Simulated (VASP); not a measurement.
## Bi: single point with LDA

Crystal: Bi.

```
Bi
1.0
    -4.36392    4.36392    1.35904
     4.36392   -4.36392    1.35904
     4.36392    4.36392   -1.35904
Bi
1
Direct
  0.00000 0.00000 0.00000
```

This cell differs from its parent crystal: strain +0.025 along x and y, -0.050 along z.

```json
{
 "Program": "VASP 6.6.1",
 "Task": "single point",
 "Functional": "LDA",
 "Potentials or basis": "VASP PAW LDA potentials, release 64 (Bi_d)",
 "Cutoff": "520 eV",
 "k mesh": "10 × 10 × 10",
 "Occupations": "gaussian, width 0.05 eV",
 "Spin": "no spin polarisation",
 "Dipole correction": "no",
 "Further INCAR settings": "ALGO = Fast; EDIFF = 1e-07; NBANDS = 14"
}
```

```yaml
Pressure: 0.4 GPa
Band_gap_on_the_k_mesh: zero (an odd number of electrons rules out a gap without spin polarisation)
```

Stress tensor (GPa, compression positive):
```
-0.35  0.00  0.00
 0.00 -0.35  0.00
 0.00  0.00  1.98
```

Levels at points of the mesh, in eV from the Fermi level:
| k point | band 5 | band 6 | band 7 | band 8 | band 9 | band 10 | band 11 | band 12 |
| --- | --- | --- | --- | --- | --- | --- | --- | --- |
| (0.00, 0.00, 0.00) | -22.68 | -12.51 | -1.94 | -1.94 | 2.52 | 4.29 | 6.73 | 7.40 |
| (0.50, 0.00, 0.00) | -22.43 | -7.85 | -4.57 | 1.99 | 2.00 | 6.18 | 6.32 | 8.17 |
| (0.50, 0.50, 0.00) | -22.68 | -12.50 | -2.21 | -1.91 | 3.50 | 4.63 | 5.45 | 7.01 |
| (0.50, 0.50, 0.50) | -22.68 | -12.49 | -2.17 | -2.17 | 3.74 | 5.87 | 5.87 | 6.33 |

Run time: 8.4 min on 1 thread of Intel Xeon 8259CL, on a shared host, peak memory 0.32 GiB.

Caveat: the cell differs from its parent crystal (strain +0.025 along x and y, -0.050 along z); spin-orbit coupling is left out, which moves the levels of the heavy elements.
